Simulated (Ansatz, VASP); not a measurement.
## MgS: VASP beside Ansatz

INCAR

```
SYSTEM = MgS
ALGO     = Normal         ! electronic algorithm
EDIFF    = 1E-7           ! SCF threshold, eV
ENCUT    = 520            ! plane-wave cutoff, eV
GGA      = PE             ! functional
ISIF     = 2              ! what is computed and relaxed
ISMEAR   = 0              ! smearing method
LASPH    = .True.         ! aspherical terms in the spheres
LCHARG   = .False.        ! write CHGCAR
LREAL    = .False.        ! projectors in reciprocal space
LWAVE    = .False.        ! write WAVECAR
NBANDS   = 11             ! bands
NELM     = 60             ! most SCF steps
PREC     = Accurate       ! precision mode
SIGMA    = 0.02           ! smearing width, eV
```

Contents of KPOINTS:

```
k-points
0
Gamma
  8 8 8
  0 0 0
```

File POSCAR:

```
MgS
1.0
    0.0000000000      2.8486070147      2.8486070147
    2.8486070147      0.0000000000      2.8486070147
    2.8486070147      2.8486070147      0.0000000000
Mg S
1 1
Direct
    0.0000000000      0.0000000000      0.0000000000
    0.2500000000      0.2500000000      0.2500000000
```

Input for Ansatz:

```yaml
crystal:
  lattice:
    - [0.0, 2.8486070147, 2.8486070147]
    - [2.8486070147, 0.0, 2.8486070147]
    - [2.8486070147, 2.8486070147, 0.0]
  atoms:
    - { symbol: Mg, position: [0.0, 0.0, 0.0] }
    - { symbol: S, position: [0.25, 0.25, 0.25] }
basis:
  ecutwfc: 420
kpoints:
  mp_grid: { grid: [8, 8, 8] }
  band_path: { path: [VBM, CBM], npoints: 2 }
hamiltonian:
  xc: pbe
scf:
  occupations: { method: gaussian, width: 0.02 }
output:
  forces: false
  stress: false
  eigenvalues: true
checkpoint:
  read: start.run
  write: ck
  compress: false
  write_wavefunctions: false
  write_every: 100000
```

Alike in both runs: task single point; functional PBE; k mesh 8 × 8 × 8; occupations gaussian, width 0.02 eV; no spin polarisation.

```csv
,VASP,Ansatz
version,VASP 6.6.1,Ansatz 0.2.0
potentials or method,"VASP PAW PBE potentials, release 64 (Mg, S), cutoff 520 eV","scalar-relativistic, plane waves, PAW"
valence electrons in the cell,8,16
```

|  | VASP | Ansatz | Ansatz less VASP |
| --- | --- | --- | --- |
| gap on the k mesh at the Fermi level (eV) | 3.37 | 3.37 | +0.008 |
| least direct gap on the mesh (eV) | 3.37 | 3.37 | +0.008 |

The functional is the same, so the differences come from potentials, cutoffs and numerics. VASP's potentials hold 8 valence electrons a cell and Ansatz's 16, so a difference there can come from the potentials and not from the codes.
